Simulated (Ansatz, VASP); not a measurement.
## RbBaSi2 in VASP and in Ansatz

The input INCAR:

```
SYSTEM = RbBaSi2
  PREC = Accurate
  ENCUT = 520
  EDIFF = 1E-7
  ISMEAR = 0
  SIGMA = 0.1
  LREAL = .FALSE.
  LASPH = .TRUE.
  NELM = 60
  ALGO = Normal
  ISIF = 2
  LWAVE = .FALSE.
  LCHARG = .FALSE.
  GGA = PE
  NBANDS = 22
```

Contents of KPOINTS:

```
regular mesh
0
G
  6 6 4
  0 0 0
```

Contents of POSCAR:

```
RbBaSi2
1.0
    4.5592064000      0.0000000000      0.0000000000
   -2.2796032000      3.9483885600      0.0000000000
    0.0000000000      0.0000000000      6.8069360500
Rb Ba Si
1 1 2
Direct
    0.0000000000      0.0000000000      0.0000000000
    0.0000000000      0.0000000000      0.5000000000
    0.3333333300      0.6666666700      0.5000000000
    0.6666666700      0.3333333300      0.5000000000
```

Input for Ansatz:

```yaml
crystal:
  lattice:
    - [4.5592064, 0.0, 0.0]
    - [-2.2796032, 3.94838856, 0.0]
    - [0.0, 0.0, 6.80693605]
  atoms:
    - { symbol: Rb, position: [0.0, 0.0, 0.0] }
    - { symbol: Ba, position: [0.0, 0.0, 0.5] }
    - { symbol: Si, position: [0.33333333, 0.66666667, 0.5] }
    - { symbol: Si, position: [0.66666667, 0.33333333, 0.5] }
basis:
  ecutwfc: 420
kpoints:
  mp_grid: { grid: [6, 6, 4] }
hamiltonian:
  xc: pbe
scf:
  occupations: { method: gaussian, width: 0.1 }
  lower_state_search: "off"
output:
  forces: true
  stress: true
  eigenvalues: true
```

Alike in both runs: task single point; functional PBE; k mesh 6 × 6 × 4; occupations gaussian, width 0.1 eV; no spin polarisation.

```csv
,VASP,Ansatz
version,VASP 6.6.1,Ansatz 0.2.0
potentials or method,"VASP PAW PBE potentials, release 64 (Rb_sv, Ba_sv, Si), cutoff 520 eV","scalar-relativistic, plane waves, PAW"
valence electrons in the cell,27,27
```

|  | VASP | Ansatz | Ansatz less VASP |
| --- | --- | --- | --- |
| gap on the k mesh at the Fermi level (eV) | none | none | - |
| pressure (GPa) | 15.5 | 14.0 | -1.55 |
| traceless stress, the component that is largest in VASP (GPa) | -13.27 | -11.91 | +1.360 |

A gap of «none» marks a metal or a gap that the smearing closes.

Neither program's run includes spin-orbit coupling.
